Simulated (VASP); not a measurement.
# CaO (Fm-3m) in VASP: further runs

CaO is run at these levels: RPBE, r2SCAN; tasks: single point.

All numbers are computed with VASP 6.6.1; they aren't measurements. Logs are shortened: lines on timing, memory, paths and dates and some standing lists are left out, and cuts for length are marked.

## (1) The cell of the first run

Symmetry: Fm-3m, No. 225, cubic system. Conventional cell: a = 4.795 Å, b = 4.795 Å, c = 4.795 Å, α = 90.00°, β = 90.00°, γ = 90.00°. Ca (site symmetry m-3m) has 6 O at 2.40 Å within 3.2 Å. O (site symmetry m-3m) has 6 Ca at 2.40 Å within 3.2 Å.

## (2) Single point, RPBE

Contents of INCAR:

```
SYSTEM = CaO
PREC = Accurate
ENCUT = 520
EDIFF = 1E-6
ISMEAR = -4
SIGMA = 0.1
LREAL = .FALSE.
LASPH = .TRUE.
NELM = 80
ALGO = Normal
ISIF = 2
LWAVE = .FALSE.
LCHARG = .FALSE.
GGA = RP
NBANDS = 15
```

Contents of KPOINTS:

```
Automatic mesh
0
G
  8 8 8
  0 0 0
```

Contents of POSCAR:

```
CaO
1.0
    0.0000000000      2.3974236343      2.3974236343
    2.3974236343      0.0000000000      2.3974236343
    2.3974236343      2.3974236343      0.0000000000
Ca O
1 1
Direct
    0.5000000000      0.5000000000      0.5000000000
    0.0000000000      0.0000000000      0.0000000000
```

Potentials or basis: VASP PAW PBE potentials, release 64 (Ca_sv, O).

Command:

```bash
$ cat potpaw_PBE.64/Ca_sv/POTCAR potpaw_PBE.64/O/POTCAR > POTCAR
$ mpirun -np 1 vasp_std > vasp.out
```

OUTCAR:

```text
SYSTEM = CaO
   PREC = Accurate
   ENCUT = 520
   EDIFF = 1E-6
   ISMEAR = -4
   LREAL = .FALSE.
   LASPH = .TRUE.
   NELM = 80
   ISIF = 2
   GGA = RP

 ion  position               nearest neighbor table
   1  0.500  0.500  0.500-   2 2.40   2 2.40   2 2.40   2 2.40   2 2.40   2 2.40
   2  0.000  0.000  0.000-   1 2.40   1 2.40   1 2.40   1 2.40   1 2.40   1 2.40

  LATTYP: Found a face centered cubic cell.
 ALAT       =     4.7948472686

  Lattice vectors:

 A1 = (   0.0000000000,   2.3974236343,   2.3974236343)
 A2 = (   2.3974236343,   0.0000000000,   2.3974236343)
 A3 = (   2.3974236343,   2.3974236343,   0.0000000000)

Analysis of symmetry for initial positions (statically):
=====================================================================
 Subroutine PRICEL returns:
 Original cell was already a primitive cell.

 Routine SETGRP: Setting up the symmetry group for a
 face centered cubic supercell.

 Subroutine GETGRP returns: Found 48 space group operations
 (whereof 48 operations were pure point group operations)
 out of a pool of 48 trial point group operations.

The static configuration has the point symmetry O_h .

Analysis of symmetry for dynamics (positions and initial velocities):
=====================================================================
 Subroutine PRICEL returns:
 Original cell was already a primitive cell.

 Routine SETGRP: Setting up the symmetry group for a
 face centered cubic supercell.

 Subroutine GETGRP returns: Found 48 space group operations
 (whereof 48 operations were pure point group operations)
 out of a pool of 48 trial point group operations.

The dynamic configuration has the point symmetry O_h .

 Subroutine INISYM returns: Found 48 space group operations
 (whereof 48 operations are pure point group operations),
 and found     1 'primitive' translations

----------------------------------------------------------------------------------------

                                     Primitive cell

  volume of cell :      27.5591

  direct lattice vectors                    reciprocal lattice vectors
     0.000000000  2.397423634  2.397423634    -0.208557217  0.208557217  0.208557217
     2.397423634  0.000000000  2.397423634     0.208557217 -0.208557217  0.208557217
     2.397423634  2.397423634  0.000000000     0.208557217  0.208557217 -0.208557217

  length of vectors
     3.390469018  3.390469018  3.390469018     0.361231695  0.361231695  0.361231695

  position of ions in fractional coordinates (direct lattice)
     0.500000000  0.500000000  0.500000000
     0.000000000  0.000000000  0.000000000

  ion indices of the primitive-cell ions
   primitive index   ion index
                 1           1
                 2           2

----------------------------------------------------------------------------------------

 KPOINTS: Automatic mesh

Automatic generation of k-mesh.
 Grid dimensions read from file:
 generate k-points for:    8    8    8

 Generating k-lattice:

  Cartesian coordinates                     Fractional coordinates (reciprocal lattice)
    -0.026069652  0.026069652  0.026069652     0.125000000  0.000000000  0.000000000
     0.026069652 -0.026069652  0.026069652     0.000000000  0.125000000  0.000000000
     0.026069652  0.026069652 -0.026069652     0.000000000  0.000000000  0.125000000

  Length of vectors
     0.045153962  0.045153962  0.045153962

  Shift w.r.t. Gamma in fractional coordinates (k-lattice)
     0.000000000  0.000000000  0.000000000

 TETIRR: Found     76 inequivalent tetrahedra from     3072

 Subroutine IBZKPT returns following result:
 ===========================================

 Found     29 irreducible k-points:

 Following reciprocal coordinates:
            Coordinates               Weight
  0.000000  0.000000  0.000000      1.000000
  0.125000  0.000000  0.000000      8.000000
  0.250000  0.000000  0.000000      8.000000
  0.375000  0.000000  0.000000      8.000000
  0.500000  0.000000  0.000000      4.000000
  0.125000  0.125000  0.000000      6.000000
[... 16 lines left out ...]
  0.500000  0.250000  0.125000     48.000000
 -0.375000  0.250000  0.125000     24.000000
 [... further k-points ...]
   k-points           NKPTS =     29   k-points in BZ     NKDIM =     29   number of bands    NBANDS=     15
   number of dos      NEDOS =    301   number of ions     NIONS =      2
   total plane-waves  NPLWV =  21952
   dimension x,y,z NGX =    28 NGY =   28 NGZ =   28
   dimension x,y,z NGXF=    56 NGYF=   56 NGZF=   56
   ions per type =               1   1
   NGX,Y,Z   is equivalent  to a cutoff of  13.73, 13.73, 13.73 a.u.
   NGXF,Y,Z  is equivalent  to a cutoff of  27.46, 27.46, 27.46 a.u.
 SYSTEM =  CaO
   PREC   = accura    normal or accurate (medium, high low for compatibility)
   ISTART =      0    job   : 0-new  1-cont  2-samecut
   ICHARG =      2    charge: 1-file 2-atom 10-const
   ISPIN  =      1    spin polarized calculation?
   LNONCOLLINEAR =      F non collinear calculations
   LSORBIT =      F    spin-orbit coupling
   LASPH  =      T    aspherical Exc in radial PAW
   ENCUT  =  520.0 eV  38.22 Ry    6.18 a.u.   6.30  6.30  6.30*2*pi/ulx,y,z
   NELM   =     80;   NELMIN=  2; NELMDL= -5     # of ELM steps
   EDIFF  = 0.1E-05   stopping-criterion for ELM
   LREAL  =      F    real-space projection
   EDIFFG = 0.1E-04   stopping-criterion for IOM
   NSW    =      0    number of steps for IOM
   IBRION =     -1    ionic relax: 0-MD 1-quasi-New 2-CG
   NFREE  =      0    steps in history (QN), initial steepest desc. (CG)
   ISIF   =      2    stress and relaxation
   ISYM   =      2    0-nonsym 1-usesym 2-fastsym
   POTIM  = 0.5000    time-step for ionic-motion
   TEBEG  =    0.0;   TEEND  =   0.0 temperature during run
   PSTRESS=    0.0 pullay stress
   NELECT =      16.0000    total number of electrons
   NUPDOWN=      -1.0000    fix difference up-down
   EMIN   =  10.00;   EMAX   =-10.00  energy-range for DOS
   EFERMI =   0.00;   METHOD = LEGACY
   ISMEAR =    -4;   SIGMA  =   0.10  broadening in eV -4-tet -1-fermi 0-gaus
   EFERMI_NEDOS =   21; number of points for ismear=-14 and -15
   IALGO  =     38    algorithm
   IMIX   =      4    mixing-type and parameters
     AMIX     =   0.40;   BMIX     =  1.00
     AMIX_MAG =   1.60;   BMIX_MAG =  1.00
  volume/ion in A,a.u.               =      13.78        92.99
  Fermi-wavevector in a.u.,A,eV,Ry     =   1.365715  2.580827 25.377276  1.865177
  Thomas-Fermi vector in A             =   2.491919
   LORBIT       =      0    0 simple, 1 ext, 2 COOP (PROOUT), +10 PAW based schemes
   GGA     = RP    functional components
   LHFCALC =     F    Hartree Fock is set to
   AEXX    =    0.0000 exact exchange contribution
   IVDW    =     0    specifies the selected vdW correction
   LEPSILON=     F    determine dielectric tensor
   LRPA    =     F    only Hartree local field effects (RPA)
 non-spin polarized calculation
 Fermi weights with tetrahedron method witout Bloechl corrections
  energy-cutoff  :      520.00
  volume of cell :       27.56
 maximum number of plane-waves:       754
 NGX is ok and might be reduce to    28
   NGX = 13   NGY = 13   NGZ = 13

 number of electron      15.9999997 magnetization

 Free energy of the ion-electron system (eV)
  ---------------------------------------------------
  ext. energy  EPLUGINS =         0.00000000
  ---------------------------------------------------
  free energy    TOTEN  =       -12.05877435 eV

  energy without entropy =      -12.05877435  energy(sigma->0) =      -12.05877435

 E-fermi :   2.6440     XC(G=0): -10.2401

 val. band max:        2.5676341422   @ k =   0.0000   0.0000   0.0000
 cond. band min:       6.3100096621   @ k =   0.5000   0.5000   0.0000
 fundamental gap:      3.7423755199
 Fermi energy:         2.6440091704

 k-point     1 :       0.0000    0.0000    0.0000
  band No.  band energies     occupation
      1     -35.1981      2.00000
      2     -15.9017      2.00000
      3     -15.9017      2.00000
      4     -15.9017      2.00000
      5     -13.0717      2.00000
      6       2.5676      2.00000
      7       2.5676      2.00000
      8       2.5676      2.00000
      9       7.4920      0.00000
     10       8.8734      0.00000
     11       8.8734      0.00000
     12       8.8734      0.00000
     13      10.3417      0.00000
     14      10.3417      0.00000
     15      17.8801      0.00000

 k-point     2 :       0.1250    0.0000    0.0000
  band No.  band energies     occupation
      1     -35.1831      2.00000
      2     -16.1160      2.00000
      3     -15.9096      2.00000
      4     -15.9096      2.00000
      5     -12.8474      2.00000
      6       2.0442      2.00000
      7       2.3562      2.00000
      8       2.3562      2.00000
      9       8.1685      0.00000
     10       8.8410      0.00000
     11       9.1363      0.00000
     12       9.1363      0.00000
     13      10.7114      0.00000
     14      10.7114      0.00000
     15      18.4345      0.00000

 k-point     3 :       0.2500    0.0000    0.0000
  band No.  band energies     occupation
      1     -35.1467      2.00000
      2     -16.5429      2.00000
      3     -15.9285      2.00000
      4     -15.9285      2.00000
      5     -12.3944      2.00000
      6       1.0548      2.00000
      7       1.9033      2.00000
      8       1.9033      2.00000
      9       8.9259      0.00000
     10       9.6216      0.00000
     11       9.8250      0.00000
     12       9.8250      0.00000
     13      11.6000      0.00000
     14      11.6000      0.00000
     15      18.6761      0.00000

 k-point     4 :       0.3750    0.0000    0.0000
  band No.  band energies     occupation
      1     -35.1099      2.00000
      2     -16.8954      2.00000
      3     -15.9472      2.00000
      4     -15.9472      2.00000
      5     -12.0124      2.00000
      6       0.2549      2.00000
      7       1.5098      2.00000
      8       1.5098      2.00000
      9       9.3804      0.00000
     10      10.6192      0.00000
     11      10.6192      0.00000
     12      10.8608      0.00000
     13      12.5633      0.00000
     14      12.5633      0.00000
     15      17.5483      0.00000
[... 307 lines left out ...]
 k-point    22 :       0.3750    0.2500    0.1250
  band No.  band energies     occupation
      1     -35.1201      2.00000
      2     -16.5808      2.00000
      3     -16.0604      2.00000
      4     -15.9643      2.00000
      5     -12.3513      2.00000
      6       0.7647      2.00000
      7       1.7867      2.00000
      8       2.0593      2.00000
      9       8.0414      0.00000
     10       9.8328      0.00000
     11      10.5125      0.00000
     12      10.8284      0.00000
     13      11.5946      0.00000
     14      12.8332      0.00000
     15      19.1265      0.00000

 k-point    23 :       0.5000    0.2500    0.1250
  band No.  band energies     occupation
      1     -35.0909      2.00000
      2     -16.7349      2.00000
      3     -16.1249      2.00000
      4     -16.0014      2.00000
      5     -12.2069      2.00000
      6       0.5878      2.00000
      7       1.4958      2.00000
      8       1.7321      2.00000
      9       8.5464      0.00000
     10      10.1797      0.00000
     11      11.0985      0.00000
     12      11.2068      0.00000
     13      12.5397      0.00000
     14      13.8018      0.00000
     15      17.5593      0.00000

 k-point    24 :      -0.3750    0.2500    0.1250
  band No.  band energies     occupation
      1     -35.0788      2.00000
      2     -16.7971      2.00000
      3     -16.1398      2.00000
      4     -16.0267      2.00000
      5     -12.1515      2.00000
      6       0.5387      2.00000
      7       1.4447      2.00000
      8       1.5091      2.00000
      9       9.4151      0.00000
     10       9.5043      0.00000
     11      11.3835      0.00000
     12      11.5815      0.00000
     13      12.8210      0.00000
     14      14.6294      0.00000
     15      16.6168      0.00000

 [... further k-points ...]

------------------------ aborting loop because EDIFF is reached ----------------------------------------

  FORCE on cell =-STRESS in cart. coord.  units (eV):
  Direction    XX          YY          ZZ          XY          YZ          ZX
  --------------------------------------------------------------------------------------
  -------------------------------------------------------------------------------------
  Total        1.1899565      1.1899565      1.1899565     -0.0000000     -0.0000000     -0.0000000
  in kB       69.1794847     69.1794847     69.1794847     -0.0000000     -0.0000000     -0.0000000
  external PRESSURE =      69.1794847 kB  Pullay stress =       0.0000000 kB

 VOLUME and BASIS-vectors are now :
 -----------------------------------------------------------------------------
  energy-cutoff  :      520.00
  volume of cell :       27.56
      direct lattice vectors                 reciprocal lattice vectors
     0.000000000  2.397423634  2.397423634    -0.208557217  0.208557217  0.208557217
     2.397423634  0.000000000  2.397423634     0.208557217 -0.208557217  0.208557217
     2.397423634  2.397423634  0.000000000     0.208557217  0.208557217 -0.208557217

 POSITION                                       TOTAL-FORCE (eV/Angst)
 -----------------------------------------------------------------------------------
      2.39742      2.39742      2.39742        -0.000000      0.000000      0.000000
      0.00000      0.00000      0.00000         0.000000     -0.000000     -0.000000
 -----------------------------------------------------------------------------------
    total drift:                                0.000000      0.000000      0.000000

  FREE ENERGIE OF THE ION-ELECTRON SYSTEM (eV)
  ---------------------------------------------------
  free  energy   TOTEN  =       -12.0587743499 eV

  energy  without entropy=      -12.0587743499  energy(sigma->0) =      -12.05877435
```

It took 14 s on 1 thread of AMD EPYC 7R13 (Zen 3), shared host; peak memory 0.13 GiB.

What came out:

```yaml
Free_energy: -12.0588 eV
Pressure: 6.9 GPa
Band_gap_on_the_k_mesh: 3.74 eV, indirect (least direct gap 4.11 eV)
```

Caveat: the PAW data sets were made with another functional, which shifts forces and pressure a little. A k mesh can miss the band edges.

(Continued in part 2 of 2.)
